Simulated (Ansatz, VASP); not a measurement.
# Two plane-wave programs on HfO2

```xyz
6
Lattice="0.0000 -2.5489 -2.5489 0.0000 2.5489 -2.5489 5.0978 0.0000 0.0000" Properties=species:S:1:pos:R:3 pbc="T T T"
Hf    2.5489   -0.1310   -2.5489
Hf    0.0000    0.1310    0.0000
O     3.7352    1.2745   -1.2754
O     1.3627   -1.2745   -1.2735
O     1.1863    1.2745   -1.2754
O     3.9116   -1.2745   -1.2735
```

Change from the starting cell: mode 1 frozen in at -0.088 Å and mode 5 at -0.131 Å (largest displacements).

Alike in both runs: task single point; functional PBE; k mesh 6 × 6 × 6; occupations gaussian, width 0.05 eV; no spin polarisation.

|  | VASP | Ansatz |
| --- | --- | --- |
| version | VASP 6.6.1 | Ansatz 0.2.0 |
| potentials or method | VASP PAW PBE potentials, release 64 (Hf_pv, O), cutoff 520 eV | scalar-relativistic, plane waves, PAW |
| valence electrons in the cell | 44 | 76 |

|  | VASP | Ansatz | Ansatz less VASP |
| --- | --- | --- | --- |
| gap on the k mesh at the Fermi level (eV) | 3.99 | 4.00 | +0.004 |
| least direct gap on the mesh (eV) | 4.09 | 4.08 | -0.003 |
| pressure (GPa) | -1.0 | 2.6 | +3.59 |
| traceless stress, the component that is largest in VASP (GPa) | -2.70 | -2.74 | -0.034 |
| rms of the force components (eV/Å) | 0.319 | 0.333 | +0.0140 |

Atom by atom the forces differ by 0.031 eV/Å (rms over components). With one functional, cell and mesh, what is left measures potentials, basis and numerics. VASP's potentials hold 44 valence electrons a cell and Ansatz's 76, so a difference there can come from the potentials and not from the codes.

Spin-orbit coupling is off throughout.
